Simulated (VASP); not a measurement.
Here is a VASP 6.6.1 calculation.

Contents of POSCAR:

```
ZrC
1.0
    3.3914762718      0.0000000000      0.0000000000
   -1.6957381359      2.9371046077      0.0000000000
    0.0000000000      0.0000000000      5.2900530000
Zr C
2 2
Direct
    0.6666666667      0.3333333333      0.7500000000
    0.3333333333      0.6666666667      0.2500000000
    0.0000000000      0.0000000000      0.5000000000
    0.0000000000      0.0000000000      0.0000000000
```

INCAR.step1

```
ALGO = Normal
EDIFF = 1E-5
ENCUT = 520
GGA = PE
ISIF = 2
ISMEAR = -1
LASPH = T
LREAL = F
LWAVE = T
NBANDS = 24
NELM = 60
PREC = Accurate
SIGMA = 0.05
```

File INCAR.step2:

```
AEXX = 0.1
ALGO = Normal
EDIFF = 1E-6
ENCUT = 520
ISIF = 2
ISMEAR = -1
ISTART = 1
LASPH = T
LCHARG = T
LELF = T
LHFCALC = T
LMIXTAU = T
LREAL = F
LVHAR = T
LWAVE = F
METAGGA = R2SCAN
NBANDS = 24
NELM = 60
PREC = Accurate
PRECFOCK = Normal
SIGMA = 0.05
```

Contents of KPOINTS:

```
k-points
0
Gamma
  5 5 3
```

Potentials or basis: VASP PAW PBE potentials, release 64 (Zr_sv, C).

Command:

```bash
$ cat potpaw_PBE.64/Zr_sv/POTCAR potpaw_PBE.64/C/POTCAR > POTCAR
$ cp INCAR.step1 INCAR
$ mpirun -np 1 vasp_std > vasp.out
$ cp INCAR.step2 INCAR
$ mpirun -np 1 vasp_std > vasp.out
```

Task: Predict the pressure.

Result: -3.3 GPa.

Task: Estimate the band gap on the k mesh.

Result: Zero (bands 16 and 17 overlap by 1.19 eV).

Stress tensor (GPa, compression positive):
```
-4.33  0.00  0.00
 0.00 -4.33  0.00
 0.00  0.00 -1.36
```

Caveat: the k points lie up to 0.43 Å⁻¹ apart, too coarse for converged energies and pressures of a metal; the PAW data sets were made with another functional, which shifts forces and pressure a little.
